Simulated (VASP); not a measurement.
# W2S3 (P-3m1) in VASP: single point with PBE

Aim: the single point of W2S3 with PBE.

Everything below comes from runs of VASP 6.6.1. Logs are shortened: lines on timing, memory, paths and dates and some standing lists are left out, and cuts for length are marked.

## 1. The cell of the first run

It takes space group P-3m1 (No. 164, trigonal). The conventional cell has a = 4.125 Å, b = 4.125 Å, c = 5.437 Å, α = 90.00°, β = 90.00°, γ = 120.00°. Within 3.3 Å of W (site symmetry 3m) lie 8 S at 2.52 to 2.83 Å and 3 W at 2.90 Å. S (site symmetry -3m) has 6 W at 2.52 Å and 6 S at 2.97 Å within 3.3 Å. S (site symmetry 3m) has 5 W at 2.57 to 2.83 Å and 6 S at 2.97 to 3.03 Å within 3.4 Å.

## 2. Single point, PBE

Input file INCAR:

```
PREC = Accurate
ENCUT = 520
EDIFF = 1E-6
ISMEAR = 0
SIGMA = 0.1
LREAL = False
LASPH = True
NELM = 100
ALGO = Normal
ISIF = 2
LWAVE = False
LCHARG = False
GGA = PE
NBANDS = 31
```

Input file KPOINTS:

```
regular mesh
0
Gamma
  6 6 4
```

Input file POSCAR:

```
W2S3
1.0
    4.1253400347      0.0000000000      0.0000000000
   -2.0626700174      3.5726492693      0.0000000000
    0.0000000000      0.0000000000      5.4368158861
W S
2 3
Direct
    0.3333333333      0.6666666667      0.1518918447
    0.6666666667      0.3333333333      0.8481081553
    0.0000000000      0.0000000000      0.0000000000
    0.3333333333      0.6666666667      0.6727602960
    0.6666666667      0.3333333333      0.3272397040
```

Potentials or basis: VASP PAW PBE potentials, release 64 (W_sv, S).

Started as:

```sh
> cat potpaw_PBE.64/W_sv/POTCAR potpaw_PBE.64/S/POTCAR > POTCAR
> mpirun -np 1 vasp_std > vasp.out
```

OUTCAR:

```text
PREC = Accurate
   ENCUT = 520
   EDIFF = 1E-6
   ISMEAR = 0
   LREAL = False
   LASPH = True
   NELM = 100
   ISIF = 2
   GGA = PE

 ion  position               nearest neighbor table
   1  0.333  0.667  0.152-   3 2.52   3 2.52   3 2.52   5 2.57   5 2.57   5 2.57   4 2.60   4 2.83
                             2 2.90   2 2.90   2 2.90
   2  0.667  0.333  0.848-   3 2.52   3 2.52   3 2.52   4 2.57   4 2.57   4 2.57   5 2.60   5 2.83
                             1 2.90   1 2.90   1 2.90
   3  0.000  0.000  0.000-   1 2.52   2 2.52   2 2.52   1 2.52   2 2.52   1 2.52
   4  0.333  0.667  0.673-   2 2.57   2 2.57   2 2.57   1 2.60   1 2.83
   5  0.667  0.333  0.327-   1 2.57   1 2.57   1 2.57   2 2.60   2 2.83

  LATTYP: Found a hexagonal cell.
 ALAT       =     4.1253400347
 C/A-ratio  =     1.3179073338

  Lattice vectors:

 A1 = (   4.1253400347,   0.0000000000,   0.0000000000)
 A2 = (  -2.0626700174,   3.5726492693,   0.0000000000)
 A3 = (   0.0000000000,   0.0000000000,   5.4368158861)

Analysis of symmetry for initial positions (statically):
=====================================================================
 Subroutine PRICEL returns:
 Original cell was already a primitive cell.

 Routine SETGRP: Setting up the symmetry group for a
 hexagonal supercell.

 Subroutine GETGRP returns: Found 12 space group operations
 (whereof 12 operations were pure point group operations)
 out of a pool of 24 trial point group operations.

The static configuration has the point symmetry D_3d.

Analysis of symmetry for dynamics (positions and initial velocities):
=====================================================================
 Subroutine PRICEL returns:
 Original cell was already a primitive cell.

 Routine SETGRP: Setting up the symmetry group for a
 hexagonal supercell.

 Subroutine GETGRP returns: Found 12 space group operations
 (whereof 12 operations were pure point group operations)
 out of a pool of 24 trial point group operations.

The dynamic configuration has the point symmetry D_3d.

 Subroutine INISYM returns: Found 12 space group operations
 (whereof 12 operations are pure point group operations),
 and found     1 'primitive' translations

----------------------------------------------------------------------------------------

                                     Primitive cell

  volume of cell :      80.1299

  direct lattice vectors                    reciprocal lattice vectors
     4.125340035  0.000000000  0.000000000     0.242404260  0.139952165  0.000000000
    -2.062670017  3.572649269  0.000000000     0.000000000  0.279904330  0.000000000
     0.000000000  0.000000000  5.436815886     0.000000000  0.000000000  0.183931187

  length of vectors
     4.125340035  4.125340035  5.436815886     0.279904330  0.279904330  0.183931187

  position of ions in fractional coordinates (direct lattice)
     0.333333333  0.666666667  0.151891845
     0.666666667  0.333333333  0.848108155
     0.000000000  0.000000000  0.000000000
     0.333333333  0.666666667  0.672760296
     0.666666667  0.333333333  0.327239704

  ion indices of the primitive-cell ions
   primitive index   ion index
                 1           1
                 2           2
                 3           3
                 4           4
                 5           5

----------------------------------------------------------------------------------------

 KPOINTS: regular mesh

Automatic generation of k-mesh.
 Grid dimensions read from file:
 generate k-points for:    6    6    4

 Generating k-lattice:

  Cartesian coordinates                     Fractional coordinates (reciprocal lattice)
     0.040400710  0.023325361  0.000000000     0.166666667 -0.000000000  0.000000000
     0.000000000  0.046650722  0.000000000     0.000000000  0.166666667  0.000000000
     0.000000000  0.000000000  0.045982797     0.000000000  0.000000000  0.250000000

  Length of vectors
     0.046650722  0.046650722  0.045982797

  Shift w.r.t. Gamma in fractional coordinates (k-lattice)
     0.000000000  0.000000000  0.000000000

 Subroutine IBZKPT returns following result:
 ===========================================

 Found     24 irreducible k-points:

 Following reciprocal coordinates:
            Coordinates               Weight
  0.000000  0.000000  0.000000      1.000000
  0.166667 -0.000000  0.000000      6.000000
  0.333333  0.000000  0.000000      6.000000
  0.500000 -0.000000  0.000000      3.000000
  0.166667  0.166667  0.000000      6.000000
  0.333333  0.166667  0.000000     12.000000
[... 16 lines left out ...]
  0.333333  0.166667  0.500000     12.000000
  0.333333  0.333333  0.500000      2.000000
   k-points           NKPTS =     24   k-points in BZ     NKDIM =     24   number of bands    NBANDS=     31
   number of dos      NEDOS =    301   number of ions     NIONS =      5
   total plane-waves  NPLWV =  40960
   dimension x,y,z NGX =    32 NGY =   32 NGZ =   40
   dimension x,y,z NGXF=    64 NGYF=   64 NGZF=   80
   ions per type =               2   3
   NGX,Y,Z   is equivalent  to a cutoff of  12.90, 12.90, 12.23 a.u.
   NGXF,Y,Z  is equivalent  to a cutoff of  25.79, 25.79, 24.46 a.u.
 SYSTEM =  unknown system
   PREC   = accura    normal or accurate (medium, high low for compatibility)
   ISTART =      0    job   : 0-new  1-cont  2-samecut
   ICHARG =      2    charge: 1-file 2-atom 10-const
   ISPIN  =      1    spin polarized calculation?
   LNONCOLLINEAR =      F non collinear calculations
   LSORBIT =      F    spin-orbit coupling
   LASPH  =      T    aspherical Exc in radial PAW
   ENCUT  =  520.0 eV  38.22 Ry    6.18 a.u.   7.67  7.67 10.11*2*pi/ulx,y,z
   NELM   =    100;   NELMIN=  2; NELMDL= -5     # of ELM steps
   EDIFF  = 0.1E-05   stopping-criterion for ELM
   LREAL  =      F    real-space projection
   EDIFFG = 0.1E-04   stopping-criterion for IOM
   NSW    =      0    number of steps for IOM
   IBRION =     -1    ionic relax: 0-MD 1-quasi-New 2-CG
   NFREE  =      0    steps in history (QN), initial steepest desc. (CG)
   ISIF   =      2    stress and relaxation
   ISYM   =      2    0-nonsym 1-usesym 2-fastsym
   POTIM  = 0.5000    time-step for ionic-motion
   TEBEG  =    0.0;   TEEND  =   0.0 temperature during run
   PSTRESS=    0.0 pullay stress
   NELECT =      46.0000    total number of electrons
   NUPDOWN=      -1.0000    fix difference up-down
   EMIN   =  10.00;   EMAX   =-10.00  energy-range for DOS
   EFERMI =   0.00;   METHOD = LEGACY
   ISMEAR =     0;   SIGMA  =   0.10  broadening in eV -4-tet -1-fermi 0-gaus
   EFERMI_NEDOS =   21; number of points for ismear=-14 and -15
   IALGO  =     38    algorithm
   IMIX   =      4    mixing-type and parameters
     AMIX     =   0.40;   BMIX     =  1.00
     AMIX_MAG =   1.60;   BMIX_MAG =  1.00
  volume/ion in A,a.u.               =      16.03       108.15
  Fermi-wavevector in a.u.,A,eV,Ry     =   1.360596  2.571154 25.187397  1.851221
  Thomas-Fermi vector in A             =   2.487245
   LORBIT       =      0    0 simple, 1 ext, 2 COOP (PROOUT), +10 PAW based schemes
   GGA     = PE    functional components
   LHFCALC =     F    Hartree Fock is set to
   AEXX    =    0.0000 exact exchange contribution
   IVDW    =     0    specifies the selected vdW correction
   LEPSILON=     F    determine dielectric tensor
   LRPA    =     F    only Hartree local field effects (RPA)
 non-spin polarized calculation
 Gauss-broadening in eV      SIGMA  =   0.10
  energy-cutoff  :      520.00
  volume of cell :       80.13
 maximum number of plane-waves:      2199
 NGX is ok and might be reduce to    32
   NGX = 15   NGY = 15   NGZ = 21

 number of electron      45.9999996 magnetization

 Free energy of the ion-electron system (eV)
  ---------------------------------------------------
  ext. energy  EPLUGINS =         0.00000000
  ---------------------------------------------------
  free energy    TOTEN  =       -38.38024653 eV

  energy without entropy =      -38.36495862  energy(sigma->0) =      -38.37260257

 E-fermi :   9.7733     XC(G=0): -11.8068

 val. band max:        9.7647728746   @ k =   0.0000   0.3333   0.2500
 cond. band min:       9.8045119588   @ k =   0.0000   0.1667   0.2500
 fundamental gap:      0.0397390843
 Fermi energy:         9.7733312657

 k-point     1 :       0.0000    0.0000    0.0000
  band No.  band energies     occupation
      1     -65.0989      2.00000
      2     -65.0545      2.00000
      3     -29.4291      2.00000
      4     -29.4291      2.00000
      5     -29.3844      2.00000
      6     -29.2178      2.00000
[... 23 lines left out ...]
     30      14.4698      0.00000
     31      14.4699      0.00000

 k-point     2 :       0.1667   -0.0000    0.0000
  band No.  band energies     occupation
      1     -65.0962      2.00000
      2     -65.0570      2.00000
      3     -29.4480      2.00000
      4     -29.4402      2.00000
      5     -29.4015      2.00000
      6     -29.2095      2.00000
[... 23 lines left out ...]
     30      14.0849      0.00000
     31      14.9424      0.00000

 k-point     3 :       0.3333    0.0000    0.0000
  band No.  band energies     occupation
      1     -65.0892      2.00000
      2     -65.0636      2.00000
      3     -29.4844      2.00000
      4     -29.4601      2.00000
      5     -29.4276      2.00000
      6     -29.1951      2.00000
[... 23 lines left out ...]
     30      14.0194      0.00000
     31      14.6143      0.00000

 k-point     4 :       0.5000   -0.0000    0.0000
  band No.  band energies     occupation
      1     -65.0838      2.00000
      2     -65.0690      2.00000
      3     -29.5017      2.00000
      4     -29.4693      2.00000
      5     -29.4386      2.00000
      6     -29.1886      2.00000
[... 635 lines left out ...]
     30      13.7843      0.00000
     31      15.2531      0.00000

 k-point    23 :       0.3333    0.1667    0.5000
  band No.  band energies     occupation
      1     -65.0837      2.00000
      2     -65.0690      2.00000
      3     -29.4964      2.00000
      4     -29.4736      2.00000
      5     -29.4449      2.00000
      6     -29.1879      2.00000
[... 23 lines left out ...]
     30      13.9215      0.00000
     31      15.1783      0.00000

 k-point    24 :       0.3333    0.3333    0.5000
  band No.  band energies     occupation
      1     -65.0763      2.00000
      2     -65.0763      2.00000
      3     -29.5005      2.00000
      4     -29.4673      2.00000
      5     -29.4673      2.00000
      6     -29.1817      2.00000
[... 23 lines left out ...]
     30      13.8373      0.00000
     31      15.5590      0.00000

------------------------ aborting loop because EDIFF is reached ----------------------------------------

  FORCE on cell =-STRESS in cart. coord.  units (eV):
  Direction    XX          YY          ZZ          XY          YZ          ZX
  --------------------------------------------------------------------------------------
  -------------------------------------------------------------------------------------
  Total        0.0902004      0.0902004      0.0699063     -0.0000000     -0.0000000      0.0000000
  in kB        1.8035337      1.8035337      1.3977592     -0.0000000     -0.0000000      0.0000000
  external PRESSURE =       1.6682755 kB  Pullay stress =       0.0000000 kB

 VOLUME and BASIS-vectors are now :
 -----------------------------------------------------------------------------
  energy-cutoff  :      520.00
  volume of cell :       80.13
      direct lattice vectors                 reciprocal lattice vectors
     4.125340035  0.000000000  0.000000000     0.242404260  0.139952165  0.000000000
    -2.062670017  3.572649269  0.000000000     0.000000000  0.279904330  0.000000000
     0.000000000  0.000000000  5.436815886     0.000000000  0.000000000  0.183931187

 POSITION                                       TOTAL-FORCE (eV/Angst)
 -----------------------------------------------------------------------------------
     -0.00000      2.38177      0.82581         0.000000      0.000000      0.007147
      2.06267      1.19088      4.61101        -0.000000      0.000000     -0.007147
      0.00000      0.00000      0.00000         0.000000      0.000000      0.000000
     -0.00000      2.38177      3.65767         0.000000      0.000000     -0.001599
      2.06267      1.19088      1.77914         0.000000     -0.000000      0.001599
 -----------------------------------------------------------------------------------
    total drift:                               -0.000000      0.000000      0.000000

  FREE ENERGIE OF THE ION-ELECTRON SYSTEM (eV)
  ---------------------------------------------------
  free  energy   TOTEN  =       -38.3802465328 eV

  energy  without entropy=      -38.3649586160  energy(sigma->0) =      -38.37260257
```

It took 39 s on 1 thread of AMD EPYC 9R45 (Zen 5), shared host; peak memory 0.18 GiB.

What came out:

```
Free energy            : -38.3802 eV
Pressure               : 0.2 GPa
Largest force          : 0.007 eV/Å
Band gap on the k mesh : zero (bands 23 and 24 overlap by 1.82 eV)
```

Forces on the atoms (eV/Å):
```
W    0.000  0.000  0.007
W    0.000  0.000 -0.007
S    0.000  0.000  0.000
S    0.000  0.000 -0.002
S    0.000  0.000  0.002
```

Levels at points of the mesh, in eV from the Fermi level:
| k point | band 20 | band 21 | band 22 | band 23 | band 24 | band 25 | band 26 | band 27 |
| --- | --- | --- | --- | --- | --- | --- | --- | --- |
| (0.00, 0.00, 0.00) | -2.09 | -2.09 | -2.07 | -0.82 | 0.41 | 0.41 | 0.54 | 1.90 |
| (0.50, 0.00, 0.00) | -2.52 | -2.35 | -1.02 | -0.81 | -0.04 | 0.08 | 1.08 | 1.55 |
| (0.00, 0.00, 0.50) | -3.54 | -2.12 | -2.12 | 1.40 | 1.40 | 1.92 | 2.33 | 2.33 |
| (0.50, 0.00, 0.50) | -2.42 | -2.37 | -2.15 | -0.42 | 0.47 | 0.68 | 2.41 | 2.86 |

Caveat: spin-orbit coupling is left out, which moves the levels of the heavy elements.
